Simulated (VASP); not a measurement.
Input of a VASP 6.6.1 run:

File POSCAR:

```
Sc
1.0
    0.0000000000      2.3613200000      2.1796800000
    2.3613200000      0.0000000000      2.1796800000
    2.3613200000      2.3613200000      0.0000000000
Sc
1
Direct
    0.0000000000      0.0000000000      0.0000000000
```

INCAR.step1

```
ALGO     = Normal         # electronic algorithm
EDIFF    = 1E-4           # SCF threshold, eV
ENCUT    = 520            # plane-wave cutoff, eV
GGA      = PE             # functional
ISMEAR   = 0              # smearing method
LASPH    = T              # aspherical terms in the spheres
LCHARG   = F              # write CHGCAR
LREAL    = F              # projectors in reciprocal space
LWAVE    = T              # write WAVECAR
NBANDS   = 12             # bands
NELM     = 60             # most SCF steps
PREC     = Accurate       # precision mode
SIGMA    = 0.15           # smearing width, eV
```

The input INCAR.step2:

```
ALGO     = Normal         # electronic algorithm
EDIFF    = 1E-6           # SCF threshold, eV
ENCUT    = 520            # plane-wave cutoff, eV
ISIF     = 2              # what is computed and relaxed
ISMEAR   = 0              # smearing method
ISTART   = 1            
LASPH    = T              # aspherical terms in the spheres
LCHARG   = F              # write CHGCAR
LMIXTAU  = T            
LREAL    = F              # projectors in reciprocal space
LWAVE    = F              # write WAVECAR
METAGGA  = R2SCAN         # meta-GGA
NBANDS   = 12             # bands
NELM     = 60             # most SCF steps
PREC     = Accurate       # precision mode
SIGMA    = 0.15           # smearing width, eV
```

The input KPOINTS:

```
k-points
0
Gamma
  18 18 18
```

Potentials or basis: VASP PAW PBE potentials, release 64 (Sc_sv).

Launch:

```sh
$ cat potpaw_PBE.64/Sc_sv/POTCAR > POTCAR
$ cp INCAR.step1 INCAR
$ mpirun -np 1 vasp_std > vasp.out
$ cp INCAR.step2 INCAR
$ mpirun -np 1 vasp_std > vasp.out
```

What does it give for the pressure?

2.0 GPa.

Predict the band gap on the k mesh.

zero (an odd number of electrons rules out a gap without spin polarisation).

Stress tensor (GPa, compression positive):
```
1.65 0.00 0.00
0.00 1.65 0.00
0.00 0.00 2.56
```

Caveat: the cell differs from its parent crystal (strain +0.040 along x and y, -0.040 along z); the PAW data sets were made with another functional, which shifts forces and pressure a little.
